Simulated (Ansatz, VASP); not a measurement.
# Two plane-wave programs on CoO

```
Co O
1.0
     0.00000    2.13150    2.13150
     2.13150    0.00000    2.13150
     2.13150    2.13150    0.00000
Co O
1 1
Direct
  0.00000 0.00000 0.00000
  0.50000 0.50000 0.50000
```

Alike in both runs: functional PBEsol-based screened hybrid with a share of 0.25 of exact exchange and HFSCREEN = 0.207; k mesh 6 × 6 × 6; occupations fermi-dirac, width 0.05 eV; collinear spin.

|  | VASP | Ansatz |
| --- | --- | --- |
| version | VASP 6.6.1 | Ansatz 0.2.0 |
| potentials or method | VASP PAW PBE potentials, release 64 (Co, O) | Ansatz PAW |
| plane-wave cutoff (eV) | 520 | 420 |
| valence electrons in the cell | 15 | 23 |
| task | single point | band structure |

Ansatz gave:

```
gap on the k mesh at the Fermi level (eV)                     : none
pressure (GPa)                                                : -14.7
net moment per atom (μB)                                      : 1.50
size of the moment on the site where the two differ most (μB) : 2.68
```

Q: Which values does VASP return?

A: gap on the k mesh at the Fermi level (eV): none; pressure (GPa): -14.7; net moment per atom (μB): 1.50; size of the moment on the site where the two differ most (μB): 2.71.

VASP's potentials were made for PBE, not for PBEsol-based screened hybrid. Site moments also hang on the region over which each program counts them. A gap of «none» marks a metal or a gap that the smearing closes. VASP's potentials hold 15 valence electrons a cell and Ansatz's 23, so a difference there can come from the potentials and not from the codes.

The k mesh is coarse, so the values compare programs but aren't converged. Noted on Ansatz's run: the magnetic or orbital state may not be the lowest.
